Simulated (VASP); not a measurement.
A run of VASP 6.6.1 is set up as follows.

INCAR

```
SYSTEM = GaAs
  PREC = Accurate
  ENCUT = 520
  EDIFF = 1E-6
  ISMEAR = 0
  SIGMA = 0.1
  LREAL = .FALSE.
  LASPH = .TRUE.
  NELM = 100
  ALGO = Normal
  ISIF = 2
  LWAVE = .FALSE.
  LCHARG = .TRUE.
  GGA = PE
  LELF = .TRUE.
  LVHAR = .TRUE.
  NBANDS = 26
```

Contents of KPOINTS:

```
Automatic mesh
0
G
  6 6 4
  0 0 0
```

File POSCAR:

```
GaAs
1.0
    3.7441507872      0.0000000000      0.0000000000
   -1.8720753936      3.2425296973      0.0000000000
    0.0000000000      0.0000000000      6.5188773196
Ga As
2 2
Direct
    0.0000000000      0.0000000000      0.0000000000
    0.0000000000      0.0000000000      0.5000000000
    0.3333333333      0.6666666667      0.2500000000
    0.6666666667      0.3333333333      0.7500000000
```

Potentials or basis: VASP PAW PBE potentials, release 64 (Ga_d, As).

The run is started by

```console
$ cat potpaw_PBE.64/Ga_d/POTCAR potpaw_PBE.64/As/POTCAR > POTCAR
$ mpirun -np 1 vasp_std > vasp.out
```

Task: Predict the pressure.

Result: 0.2 GPa.

Task: What does it give for the band gap on the k mesh?

Result: Zero (band 18 reaches 5.90 eV, above the bottom of band 19 at 2.28 eV).
